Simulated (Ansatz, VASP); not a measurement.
**Two plane-wave programs on RbZnI3**

The input POSCAR:

```
RbZnI3
1.0
    5.7217664195      0.0000000000      0.0000000000
    0.0000000000      5.7217664195      0.0000000000
    0.0000000000      0.0000000000      5.7217664195
Rb Zn I
1 1 3
Direct
    0.0000000000      0.0000000000      0.0000000000
    0.5000000000      0.5000000000      0.5000000000
    0.5000000000      0.5000000000      0.0000000000
    0.5000000000      0.0000000000      0.5000000000
    0.0000000000      0.5000000000      0.5000000000
```

File INCAR.step1:

```
  PREC = Accurate
  ENCUT = 520
  ISMEAR = -1
  SIGMA = 0.02
  LREAL = F
  LASPH = T
  NELM = 60
  NBANDS = 29
  GGA = PE
  ALGO = Normal
  EDIFF = 1E-4
  LWAVE = T
  LCHARG = F
```

File INCAR.step2:

```
  PREC = Accurate
  ENCUT = 520
  EDIFF = 1E-7
  ISMEAR = -1
  SIGMA = 0.02
  LREAL = F
  LASPH = T
  NELM = 60
  ALGO = Normal
  ISIF = 2
  LWAVE = F
  LCHARG = T
  METAGGA = R2SCAN
  LMIXTAU = T
  LELF = T
  LVHAR = T
  NBANDS = 29
  ISTART = 1
```

The input KPOINTS:

```
Automatic mesh
0
Gamma
  4 4 4
```

Input for Ansatz:

```yaml
crystal:
  lattice:
    - [5.7217664195, 0.0, 0.0]
    - [0.0, 5.7217664195, 0.0]
    - [0.0, 0.0, 5.7217664195]
  atoms:
    - { symbol: Rb, position: [0.0, 0.0, 0.0] }
    - { symbol: Zn, position: [0.5, 0.5, 0.5] }
    - { symbol: I, position: [0.5, 0.5, 0.0] }
    - { symbol: I, position: [0.5, 0.0, 0.5] }
    - { symbol: I, position: [0.0, 0.5, 0.5] }
kpoints:
  mp_grid: { grid: [4, 4, 4] }
  band_path:
    path: [[0.0, 0.0, 0.0], [0.0, 0.5, 0.0], [0.5, 0.5, 0.0], [0.5, 0.5, 0.5]]
    npoints: 1
hamiltonian:
  xc: r2scan
scf:
  occupations: { method: fermi_dirac, width: 0.02 }
  n_extra_bands: 5
output:
  forces: true
  stress: true
  eigenvalues: true
```

Alike in both runs: task single point; functional r2SCAN; k mesh 4 × 4 × 4; occupations fermi-dirac, width 0.02 eV; no spin polarisation.

```csv
,VASP,Ansatz
version,VASP 6.6.1,Ansatz 0.2.0
potentials or method,"VASP PAW PBE potentials, release 64 (Rb_sv, Zn, I)","plane waves, PAW"
plane-wave cutoff (eV),520,500
valence electrons in the cell,42,72
```

|  | VASP | Ansatz | Ansatz less VASP |
| --- | --- | --- | --- |
| pressure (GPa) | 0.0 | 0.0 | -0.02 |

VASP's potentials were made for PBE, not for r2SCAN. VASP's potentials hold 42 valence electrons a cell and Ansatz's 72, so a difference there can come from the potentials and not from the codes.

Spin-orbit coupling is off throughout.
